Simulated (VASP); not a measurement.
# Sn (I4/mmm) in VASP: notebook, part 3 of 3

VASP 6.6.1. Earlier steps stand in the parts before.

### Step 6. Single point, r2SCAN

This run uses another cell than the first one, of 28.99 Å³/atom.

POSCAR reads:

```
Sn
1.0
   -2.0689875426      2.0689875426      1.6933321804
    2.0689875426     -2.0689875426      1.6933321804
    2.0689875426      2.0689875426     -1.6933321804
Sn
1
Direct
    0.0000000000      0.0000000000      0.0000000000
```

INCAR.step1 reads:

```
SYSTEM = Sn
PREC = Accurate
ENCUT = 520
ISMEAR = -1
SIGMA = 0.05
LREAL = .FALSE.
LASPH = .TRUE.
NELM = 60
NBANDS = 13
GGA = PE
ALGO = Normal
EDIFF = 1E-4
LWAVE = .TRUE.
LCHARG = .FALSE.
```

INCAR.step2 reads:

```
SYSTEM = Sn
PREC = Accurate
ENCUT = 520
EDIFF = 1E-6
ISMEAR = -1
SIGMA = 0.05
LREAL = .FALSE.
LASPH = .TRUE.
NELM = 60
ALGO = Normal
ISIF = 2
LWAVE = .FALSE.
LCHARG = .TRUE.
METAGGA = R2SCAN
LMIXTAU = .TRUE.
LELF = .TRUE.
LVHAR = .TRUE.
NBANDS = 13
ISTART = 1
```

KPOINTS reads:

```
Automatic mesh
0
G
  10 10 10
  0 0 0
```

Potentials or basis: VASP PAW PBE potentials, release 64 (Sn_d).

Command:

```bash
> cat potpaw_PBE.64/Sn_d/POTCAR > POTCAR
> cp INCAR.step1 INCAR
> mpirun -np 1 vasp_std > vasp.out
> cp INCAR.step2 INCAR
> mpirun -np 1 vasp_std > vasp.out
```

OUTCAR:

```text
SYSTEM = Sn
   PREC = Accurate
   ENCUT = 520
   EDIFF = 1E-6
   ISMEAR = -1
   LREAL = .FALSE.
   LASPH = .TRUE.
   NELM = 60
   ISIF = 2
   METAGGA = R2SCAN
   ISTART = 1

 ion  position               nearest neighbor table
   1  0.000  0.000  0.000-

  LATTYP: Found a body centered tetragonal cell.
 ALAT       =     4.1379750852
 C/A-ratio  =     0.8184351745

  Lattice vectors:

 A1 = (  -2.0689875426,   2.0689875426,   1.6933321804)
 A2 = (   2.0689875426,  -2.0689875426,   1.6933321804)
 A3 = (   2.0689875426,   2.0689875426,  -1.6933321804)

Analysis of symmetry for initial positions (statically):
=====================================================================
 Subroutine PRICEL returns:
 Original cell was already a primitive cell.

 Routine SETGRP: Setting up the symmetry group for a
 body centered tetragonal supercell.

 Subroutine GETGRP returns: Found 16 space group operations
 (whereof 16 operations were pure point group operations)
 out of a pool of 16 trial point group operations.

The static configuration has the point symmetry D_4h.

Analysis of symmetry for dynamics (positions and initial velocities):
=====================================================================
 Subroutine PRICEL returns:
 Original cell was already a primitive cell.

 Routine SETGRP: Setting up the symmetry group for a
 body centered tetragonal supercell.

 Subroutine GETGRP returns: Found 16 space group operations
 (whereof 16 operations were pure point group operations)
 out of a pool of 16 trial point group operations.

The dynamic configuration has the point symmetry D_4h.

 Subroutine INISYM returns: Found 16 space group operations
 (whereof 16 operations are pure point group operations),
 and found     1 'primitive' translations

----------------------------------------------------------------------------------------

                                     Primitive cell

  volume of cell :      28.9947

  direct lattice vectors                    reciprocal lattice vectors
    -2.068987543  2.068987543  1.693332180     0.000000000  0.241664094  0.295275792
     2.068987543 -2.068987543  1.693332180     0.241664094  0.000000000  0.295275792
     2.068987543  2.068987543 -1.693332180     0.241664094  0.241664094  0.000000000

  length of vectors
     3.380649756  3.380649756  3.380649756     0.381561695  0.381561695  0.341764639

  position of ions in fractional coordinates (direct lattice)
     0.000000000  0.000000000  0.000000000

  ion indices of the primitive-cell ions
   primitive index   ion index
                 1           1

----------------------------------------------------------------------------------------

 KPOINTS: Automatic mesh

Automatic generation of k-mesh.
 Grid dimensions read from file:
 generate k-points for:   10   10   10

 Generating k-lattice:

  Cartesian coordinates                     Fractional coordinates (reciprocal lattice)
     0.000000000  0.024166409  0.029527579     0.100000000  0.000000000  0.000000000
     0.024166409  0.000000000  0.029527579     0.000000000  0.100000000  0.000000000
     0.024166409  0.024166409  0.000000000     0.000000000  0.000000000  0.100000000

  Length of vectors
     0.038156170  0.038156170  0.034176464

  Shift w.r.t. Gamma in fractional coordinates (k-lattice)
     0.000000000  0.000000000  0.000000000

 Subroutine IBZKPT returns following result:
 ===========================================

 Found    102 irreducible k-points:

 Following reciprocal coordinates:
            Coordinates               Weight
  0.000000  0.000000  0.000000      1.000000
  0.100000  0.000000  0.000000      8.000000
  0.200000  0.000000  0.000000      8.000000
  0.300000 -0.000000  0.000000      8.000000
  0.400000  0.000000  0.000000      8.000000
  0.500000 -0.000000  0.000000      4.000000
[... 16 lines left out ...]
  0.300000  0.300000  0.000000      8.000000
  0.400000  0.300000 -0.000000     16.000000
 [... further k-points ...]
   k-points           NKPTS =    102   k-points in BZ     NKDIM =    102   number of bands    NBANDS=     13
   number of dos      NEDOS =    301   number of ions     NIONS =      1
   total plane-waves  NPLWV =  21952
   dimension x,y,z NGX =    28 NGY =   28 NGZ =   28
   dimension x,y,z NGXF=    56 NGYF=   56 NGZF=   56
   ions per type =               1
   NGX,Y,Z   is equivalent  to a cutoff of  13.77, 13.77, 13.77 a.u.
   NGXF,Y,Z  is equivalent  to a cutoff of  27.54, 27.54, 27.54 a.u.
 SYSTEM =  Sn
   PREC   = accura    normal or accurate (medium, high low for compatibility)
   ISTART =      1    job   : 0-new  1-cont  2-samecut
   ICHARG =      0    charge: 1-file 2-atom 10-const
   ISPIN  =      1    spin polarized calculation?
   LNONCOLLINEAR =      F non collinear calculations
   LSORBIT =      F    spin-orbit coupling
   LASPH  =      T    aspherical Exc in radial PAW
   ENCUT  =  520.0 eV  38.22 Ry    6.18 a.u.   6.29  6.29  6.29*2*pi/ulx,y,z
   NELM   =     60;   NELMIN=  2; NELMDL=  0     # of ELM steps
   EDIFF  = 0.1E-05   stopping-criterion for ELM
   LREAL  =      F    real-space projection
   EDIFFG = 0.1E-04   stopping-criterion for IOM
   NSW    =      0    number of steps for IOM
   IBRION =     -1    ionic relax: 0-MD 1-quasi-New 2-CG
   NFREE  =      0    steps in history (QN), initial steepest desc. (CG)
   ISIF   =      2    stress and relaxation
   ISYM   =      2    0-nonsym 1-usesym 2-fastsym
   POTIM  = 0.5000    time-step for ionic-motion
   TEBEG  =    0.0;   TEEND  =   0.0 temperature during run
   PSTRESS=    0.0 pullay stress
   NELECT =      14.0000    total number of electrons
   NUPDOWN=      -1.0000    fix difference up-down
   EMIN   =  10.00;   EMAX   =-10.00  energy-range for DOS
   EFERMI =   0.00;   METHOD = LEGACY
   ISMEAR =    -1;   SIGMA  =   0.05  broadening in eV -4-tet -1-fermi 0-gaus
   EFERMI_NEDOS =   21; number of points for ismear=-14 and -15
   IALGO  =     38    algorithm
   IMIX   =      4    mixing-type and parameters
     AMIX     =   0.40;   BMIX     =  1.00
     AMIX_MAG =   1.60;   BMIX_MAG =  1.00
  volume/ion in A,a.u.               =      28.99       195.67
  Fermi-wavevector in a.u.,A,eV,Ry     =   1.284335  2.427041 22.443022  1.649516
  Thomas-Fermi vector in A             =   2.416534
   LORBIT       =      0    0 simple, 1 ext, 2 COOP (PROOUT), +10 PAW based schemes
   METAGGA = R2SCAN    functional components
   LHFCALC =     F    Hartree Fock is set to
   AEXX    =    0.0000 exact exchange contribution
   IVDW    =     0    specifies the selected vdW correction
   LEPSILON=     F    determine dielectric tensor
   LRPA    =     F    only Hartree local field effects (RPA)
 non-spin polarized calculation
  energy-cutoff  :      520.00
  volume of cell :       28.99
 maximum number of plane-waves:       799
 NGX is ok and might be reduce to    28
   NGX = 13   NGY = 13   NGZ = 13

 number of electron      14.0000001 magnetization

 Free energy of the ion-electron system (eV)
  ---------------------------------------------------
  ext. energy  EPLUGINS =         0.00000000
  ---------------------------------------------------
  free energy    TOTEN  =       -24.49641714 eV

  energy without entropy =      -24.49125191  energy(sigma->0) =      -24.49383453

 E-fermi :   7.2075     XC(G=0): -10.9063

 val. band max:        7.1925481840   @ k =   0.5000   0.2000   0.0000
 cond. band min:       7.3005773438   @ k =   0.4000   0.3000   0.1000
 fundamental gap:      0.1080291598
 Fermi energy:         7.2074692015

 k-point     1 :       0.0000    0.0000    0.0000
  band No.  band energies     occupation
      1     -14.9937      2.00000
      2     -14.9246      2.00000
      3     -14.9246      2.00000
      4     -14.9208      2.00000
      5     -14.8186      2.00000
      6      -3.9445      2.00000
      7      13.9963      0.00000
      8      13.9963      0.00000
      9      16.4956      0.00000
     10      17.5511      0.00000
     11      19.1394      0.00000
     12      20.3464      0.00000
     13      20.3464      0.00000
[... 353 lines left out ...]
 k-point    24 :       0.4000    0.3000   -0.0000
  band No.  band energies     occupation
      1     -14.9671      2.00000
      2     -14.8935      2.00000
      3     -14.8711      2.00000
      4     -14.8440      2.00000
      5     -14.8244      2.00000
      6       1.0605      2.00000
      7       4.7127      2.00000
      8       6.1570      2.00000
      9      11.7397      0.00000
     10      16.5877      0.00000
     11      18.9443      0.00000
     12      23.4671      0.00000
     13      23.9989      0.00000

 [... further k-points ...]

------------------------ aborting loop because EDIFF is reached ----------------------------------------

  FORCE on cell =-STRESS in cart. coord.  units (eV):
  Direction    XX          YY          ZZ          XY          YZ          ZX
  --------------------------------------------------------------------------------------
  -------------------------------------------------------------------------------------
  Total       -0.5253261     -0.5253261     -0.5574070      0.0000000     -0.0000000      0.0000000
  in kB      -29.0283051    -29.0283051    -30.8010194      0.0000000     -0.0000000      0.0000000
  external PRESSURE =     -29.6192099 kB  Pullay stress =       0.0000000 kB

 VOLUME and BASIS-vectors are now :
 -----------------------------------------------------------------------------
  energy-cutoff  :      520.00
  volume of cell :       28.99
      direct lattice vectors                 reciprocal lattice vectors
    -2.068987543  2.068987543  1.693332180     0.000000000  0.241664094  0.295275792
     2.068987543 -2.068987543  1.693332180     0.241664094  0.000000000  0.295275792
     2.068987543  2.068987543 -1.693332180     0.241664094  0.241664094  0.000000000

 POSITION                                       TOTAL-FORCE (eV/Angst)
 -----------------------------------------------------------------------------------
      0.00000      0.00000      0.00000        -0.000000      0.000000      0.000000
 -----------------------------------------------------------------------------------
    total drift:                               -0.000000     -0.000000     -0.000000

  FREE ENERGIE OF THE ION-ELECTRON SYSTEM (eV)
  ---------------------------------------------------
  free  energy   TOTEN  =       -24.4964171367 eV

  energy  without entropy=      -24.4912519141  energy(sigma->0) =      -24.49383453
```

OSZICAR.step1:

```text
N       E                     dE             d eps       ncg     rms          rms(c)
DAV:   1     0.823549403664E+02    0.82355E+02   -0.71942E+03  2720   0.157E+03
DAV:   2     0.202977201614E+01   -0.80325E+02   -0.78076E+02  2787   0.341E+02
DAV:   3    -0.366056266637E+01   -0.56903E+01   -0.56711E+01  3187   0.746E+01
DAV:   4    -0.378089111711E+01   -0.12033E+00   -0.12031E+00  3095   0.115E+01
DAV:   5    -0.378517520746E+01   -0.42841E-02   -0.42840E-02  3511   0.211E+00    0.120E+00
DAV:   6    -0.377695728247E+01    0.82179E-02   -0.10108E-02  3361   0.164E+00    0.665E-01
DAV:   7    -0.377450344587E+01    0.24538E-02   -0.66040E-03  3332   0.128E+00    0.909E-02
DAV:   8    -0.377442000973E+01    0.83436E-04   -0.69598E-04  3282   0.436E-01
   1 F= -.37744200E+01 E0= -.37717497E+01  d E =-.534066E-02
```

Run time: 3.6 min. Hardware: 1 thread of Intel Xeon 8259CL, shared host; peak memory 0.19 GiB.

What came out:

```yaml
Free_energy: -24.4964 eV
Pressure: -3.0 GPa
Band_gap_on_the_k_mesh: zero (bands 7 and 8 overlap by 8.71 eV)
```

Levels at points of the mesh, in eV from the Fermi level:
```
           k point  band 4  band 5  band 6  band 7  band 8  band 9  band 10  band 11
(0.00, 0.00, 0.00)  -22.13  -22.03  -11.15    6.79    6.79    9.29    10.34    11.93
(0.50, 0.00, 0.00)  -22.00  -21.98   -5.90   -4.12    3.04    4.50     7.55     7.56
(0.50, 0.50, 0.00)  -22.07  -21.99   -7.44   -4.58    5.80    7.82    10.55    11.24
(0.50, 0.50, 0.50)  -22.00  -21.97   -3.56   -1.60   -1.60    2.59     3.58     6.35
```

Caveat: the PAW data sets were made with another functional, which shifts forces and pressure a little; spin-orbit coupling is left out, which moves the levels of the heavy elements.

### Step 7. The runs side by side

| cell | gap on the mesh (eV) | pressure (GPa) |
| --- | --- | --- |
| a = 3.248 Å, angles 104.5, 104.5, 119.9°, 1 atom | none | 3.1 |
| a = 3.271 Å, angles 104.5, 104.5, 119.9°, 1 atom | none | 1.8 |
| a = 3.293 Å, angles 104.5, 104.5, 119.9°, 1 atom | none | 0.5 |
| a = 3.359 Å, angles 104.5, 104.5, 119.9°, 1 atom | none | -2.2 |
| a = 3.381 Å, angles 104.5, 104.5, 119.9°, 1 atom | none | -3.0 |

Alike in all rows: task single point; level r2SCAN; potentials or basis VASP PAW PBE potentials, release 64 (Sn_d); no spin polarisation; k mesh 10 × 10 × 10; cutoff (eV) 520; smearing fermi-dirac 0.05 eV.

Caveats: the PAW data sets were made with another functional, which shifts forces and pressure a little; spin-orbit coupling is left out, which moves the levels of the heavy elements; the cell stands under pressure (at least some runs).

Total energies depend on the potentials used, so only differences within one code and one set of settings carry meaning.
